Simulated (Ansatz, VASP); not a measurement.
## One calculation of Hf, two programs

INCAR

```
SYSTEM = Hf
ALGO = Normal
EDIFF = 1E-6
ENCUT = 520
GGA = PE
ISIF = 2
ISMEAR = -1
LASPH = .True.
LCHARG = .True.
LELF = .True.
LREAL = .False.
LVHAR = .True.
LWAVE = .False.
NBANDS = 22
NELM = 100
PREC = Accurate
SIGMA = 0.08
```

KPOINTS

```
k-points
0
Gamma
  8 8 11
  0 0 0
```

Contents of POSCAR:

```
Hf
1.0
    4.9934208615      0.0000000000      0.0000000000
   -2.4967104308      4.3244293178      0.0000000000
    0.0000000000      0.0000000000      3.1029431208
Hf
3
Direct
    0.0000000000      0.0000000000      0.0000000000
    0.3333333333      0.6666666667      0.5000000000
    0.6666666667      0.3333333333      0.5000000000
```

Input for Ansatz:

```yaml
crystal:
  lattice:
    - [4.9934208615, 0.0, 0.0]
    - [-2.4967104308, 4.3244293178, 0.0]
    - [0.0, 0.0, 3.1029431208]
  atoms:
    - { symbol: Hf, position: [0.0, 0.0, 0.0] }
    - { symbol: Hf, position: [0.3333333333, 0.6666666667, 0.5] }
    - { symbol: Hf, position: [0.6666666667, 0.3333333333, 0.5] }
kpoints:
  mp_grid: { grid: [8, 8, 11] }
  band_path:
    path:
      - [0.0, 0.0, 0.0]
      - [0.5, 0.0, 0.0]
      - [0.3333333333, 0.3333333333, 0.0]
      - [0.0, 0.0, 0.0]
      - [0.0, 0.0, 0.5]
      - [0.5, 0.0, 0.5]
      - [0.3333333333, 0.3333333333, 0.5]
      - [0.0, 0.0, 0.5]
      - [0.5, 0.0, 0.5]
    npoints: 14
scf:
  occupations: { method: fermi_dirac, width: 0.08 }
hamiltonian:
  xc: pbe
  pseudopotentials: { kind: all_electron, lapw: { basis_error: 0.001 } }
output:
  forces: true
  stress: true
  eigenvalues: true
  populations: true
  dos: { projected: true, de: 0.2, e_range: [-14, 8] }
```

Alike in both runs: task single point; functional PBE; k mesh 8 × 8 × 11; occupations fermi-dirac, width 0.08 eV; no spin polarisation.

|  | VASP | Ansatz |
| --- | --- | --- |
| version | VASP 6.6.1 | Ansatz 0.2.0 |
| potentials or method | VASP PAW PBE potentials, release 64 (Hf_pv), cutoff 520 eV | all-electron LAPW, scalar-relativistic |

```csv
,VASP,Ansatz,Ansatz less VASP
pressure (GPa),-0.5,0.0,+0.45
"traceless stress, the component that is largest in VASP (GPa)",0.10,-0.01,-0.111
```

Ansatz ran all-electron here, and VASP with PAW potentials.

Neither program's run includes spin-orbit coupling.
